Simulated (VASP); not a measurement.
Te2Pb3Se, 12 atoms in the cell. The typed cell holds 12 atoms: a = 4.494 Å, b = 7.731 Å, c = 11.258 Å, α = 90.23°, β = 88.74°, γ = 90.58°. 

- Program: VASP 6.6.1
- Task: relaxation of cell and atoms
- Functional: PBE
- Potentials or basis: VASP PAW PBE potentials, release 64 (Te, Pb_d, Se)
- Cutoff: 600 eV
- k mesh: 4 × 2 × 2
- Occupations: gaussian, width 0.1 eV
- Spin: no spin polarisation
- Dipole correction: no
- Further INCAR settings: ALGO = Normal; EDIFF = 1e-06; IBRION = 2; EDIFFG = -0.025; NSW = 80; ISIF = 3

Potentials or basis: VASP PAW PBE potentials, release 64 (Te, Pb_d, Se).

The run is started by

```console
$ cat potpaw_PBE.64/Te/POTCAR potpaw_PBE.64/Pb_d/POTCAR potpaw_PBE.64/Se/POTCAR > POTCAR
$ mpirun -np 1 vasp_std > vasp.out
```

Hardware: 1 thread of Oxide Virtual Turin-like Processor, with other jobs on the host.

Task: How long does it take, and how much memory?

Result: Wall time 2.9 h on 1 thread of Oxide Virtual Turin-like Processor (shared host), peak memory 0.72 GiB. Counts: scf iterations 166, k points 12, ion steps 21.
